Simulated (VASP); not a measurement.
Here is a VASP 6.6.1 calculation.

File INCAR:

```
ALGO = Normal
EDIFF = 1E-6
ENCUT = 520
GGA = PE
GGA_COMPAT = F
ISIF = 2
ISMEAR = -1
LASPH = T
LCHARG = T
LELF = T
LREAL = Auto
LVHAR = T
LWAVE = F
NBANDS = 90
NELECT = 136.0
NELM = 120
PREC = Accurate
SIGMA = 0.01
```

KPOINTS

```
k-points
0
Gamma
  1 1 1
```

The input POSCAR:

```
Al16N16F
1.0
    6.2604124000      0.0000000600      0.0000000000
   -3.1302062500      5.4216761500      0.0000000000
    0.0000000000      0.0000000000     10.0361163400
Al N F
16 16 1
Direct
    0.3291039513      0.1655620800      0.2419308344
    0.1652999522      0.3303836195      0.4991153779
    0.3330494969      0.1676097861      0.7526544875
    0.1737155618      0.3471199565      1.0040391780
    0.3342606814      0.6682284002      0.2648163802
    0.1652719016      0.8370765543      0.4991556325
    0.3341940551      0.6681983357      0.7414880167
    0.1736692054      0.8287606757      1.0040494409
    0.8367395367      0.1656684990      0.2419480721
    0.6675128343      0.3348350048      0.4948768858
    0.8347935679      0.1676486984      0.7526643518
    0.6675525565      0.3348783494      1.0026077478
    0.8366845707      0.6731912510      0.2420292788
    0.6720088011      0.8371206310      0.4991876170
    0.8347480401      0.6693140368      0.7526863723
    0.6553298560      0.8288019860      1.0040284168
    0.3333647553      0.1677234041      0.4396195551
    0.1884816377      0.3764431759      0.1922826455
    0.3336119818      0.1678932778      0.9473690497
    0.1649047130      0.3295803624      0.6922719670
    0.3342202586      0.6682175179      0.4593255841
    0.1884052623      0.8141417648      0.1922315301
    0.3341993391      0.6681830267      0.9288419628
    0.1648487434      0.8374458128      0.6922983717
    0.8345933717      0.1677636076      0.4396193558
    0.6676204128      0.3350281186      0.1927178736
    0.8345844481      0.1679546924      0.9473678540
    0.6675447692      0.3348860961      0.6933991959
    0.8345883587      0.6690572896      0.4395594721
    0.6259745243      0.8143123714      0.1921943643
    0.8345360534      0.6688785626      0.9473607796
    0.6727900099      0.8374847250      0.6923223849
    0.0009088032      0.0015367941      0.1922656070
```

Potentials or basis: VASP PAW PBE potentials, release 64 (Al, N, F).

The run is started by

```sh
$ cat potpaw_PBE.64/Al/POTCAR potpaw_PBE.64/N/POTCAR potpaw_PBE.64/F/POTCAR > POTCAR
$ mpirun -np 1 vasp_gam > vasp.out
```

Task: What does it give for the largest force?

Result: 0.033 eV/Å.

Forces in eV/Å, atoms in the order of the input:
```
Al   0.012  0.013  0.012
Al   0.001  0.001  0.001
Al   0.003  0.006  0.000
Al  -0.001  0.004  0.009
Al  -0.002  0.007  0.009
Al  -0.002 -0.001 -0.003
Al   0.000 -0.002  0.005
Al   0.004 -0.005  0.004
Al  -0.005  0.008  0.007
Al  -0.001  0.002  0.012
Al  -0.001  0.005  0.001
Al   0.001  0.010 -0.012
Al  -0.002  0.012 -0.005
Al   0.002 -0.002 -0.004
Al   0.000 -0.003  0.001
Al  -0.005 -0.004  0.005
N   -0.003  0.001 -0.001
N   -0.006 -0.020 -0.001
N   -0.001 -0.002 -0.003
N    0.000  0.003 -0.001
N    0.000 -0.002 -0.033
N   -0.018 -0.003  0.006
N    0.001  0.002  0.005
N    0.003  0.001 -0.002
N    0.003  0.002 -0.001
N    0.001 -0.015 -0.001
N    0.000 -0.002 -0.003
N    0.000 -0.003  0.003
N    0.002 -0.003  0.008
N    0.024  0.003  0.007
N    0.000 -0.002 -0.002
N   -0.002  0.001 -0.003
F   -0.008 -0.012 -0.020
```

Caveat: the k points lie up to 1.16 Å⁻¹ apart, too coarse for converged energies, forces and pressures; the cell carries a net charge on a neutralising background, which shifts energy and pressure.
